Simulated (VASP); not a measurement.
Input of a VASP 6.6.1 run:

The input INCAR:

```
SYSTEM = Ir
PREC = Accurate
ENCUT = 520
EDIFF = 1E-6
ISMEAR = 0
SIGMA = 0.15
LREAL = .False.
LASPH = .True.
NELM = 100
ALGO = Fast
ISIF = 2
LWAVE = .False.
LCHARG = .True.
LELF = .True.
LVHAR = .True.
NBANDS = 16
```

File KPOINTS:

```
Automatic mesh
0
Gamma
  21 21 12
  0 0 0
```

Contents of POSCAR:

```
Ir
1.0
    2.6500373936      0.0000000000      0.0000000000
   -1.3250186968      2.2949997038      0.0000000000
    0.0000000000      0.0000000000      4.2967294997
Ir
2
Direct
    0.6666666667      0.3333333333      0.7500000000
    0.3333333333      0.6666666667      0.2500000000
```

Potentials or basis: VASP PAW LDA potentials, release 64 (Ir).

The run is started by

```bash
$ cat potpaw_LDA.64/Ir/POTCAR > POTCAR
$ mpirun -np 1 vasp_std > vasp.out
```

(1) What does it give for the band gap on the k mesh?

(2) Predict the pressure.

Results:

(1) zero (band 9 reaches 13.06 eV, above the bottom of band 10 at 9.24 eV).

(2) 32.5 GPa.

Caveat: spin-orbit coupling is left out, which moves the levels of the heavy elements.
